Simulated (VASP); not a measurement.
Set up this calculation in VASP 6.6.1, as the native input.

* Task: relaxation of the atoms
* Functional: PBE
* Potentials or basis: VASP PAW PBE potentials, release 64 (Pt, H)
* Cutoff: 520 eV
* k mesh: 12 × 12 × 1
* Occupations: gaussian, width 0.1 eV
* Spin: no spin polarisation
* Dipole correction: yes
* Atoms held fixed (from 0): [0, 1]
* Further INCAR settings: ALGO = Normal; EDIFF = 1e-07; IBRION = 2; EDIFFG = -0.025; NSW = 50
* Atoms held along some axes (from 0): atom 3 along a and b

The structure of HPt3 lies in POSCAR:

```
HPt3
1.0
    2.8071640675      0.0000000000      0.0000000000
   -1.4035820338      2.4310753951      0.0000000000
    0.0000000000      0.0000000000     20.1192652917
Pt H
3 1
Selective dynamics
Direct
    0.6666666667      0.3333333333      0.1988144170  F F F
    0.3333333333      0.6666666667      0.3136149989  F F F
    0.0000000000      0.0000000000      0.4284085510  T T T
    0.0000000000      0.5000000000      0.4816556198  F F T
```

The input as run:

INCAR

```
SYSTEM = HPt3
PREC = Accurate ; ENCUT = 520
EDIFF = 1E-7 ; ISMEAR = 0
SIGMA = 0.1 ; LREAL = .FALSE.
LASPH = .TRUE. ; NELM = 100
ALGO = Normal ; ISIF = 2
LWAVE = .FALSE. ; LCHARG = .FALSE.
LDIPOL = .TRUE. ; IDIPOL = 3
DIPOL = 0.5 0.5 0.356 ; GGA = PE
IBRION = 2 ; NSW = 50
EDIFFG = -0.025
```

KPOINTS

```
Automatic mesh
0
G
  12 12 1
  0 0 0
```

Potentials or basis: VASP PAW PBE potentials, release 64 (Pt, H).

Command:

```sh
$ cat potpaw_PBE.64/Pt/POTCAR potpaw_PBE.64/H/POTCAR > POTCAR
$ mpirun -np 1 vasp_std > vasp.out
```

Results of the run:

- Energy gained by relaxing: 2.7 meV/atom
- Ionic steps: 10
- Band gap on the k mesh: zero (an odd number of electrons rules out a gap without spin polarisation)

Caveat: spin-orbit coupling is left out, which moves the levels of the heavy elements.

Wall time 14 min on 1 thread of Intel(R) Xeon(R) Platinum 8124M CPU @ 3.00GHz (Skylake/Cascade Lake), with other jobs on the host, peak memory 0.35 GiB.
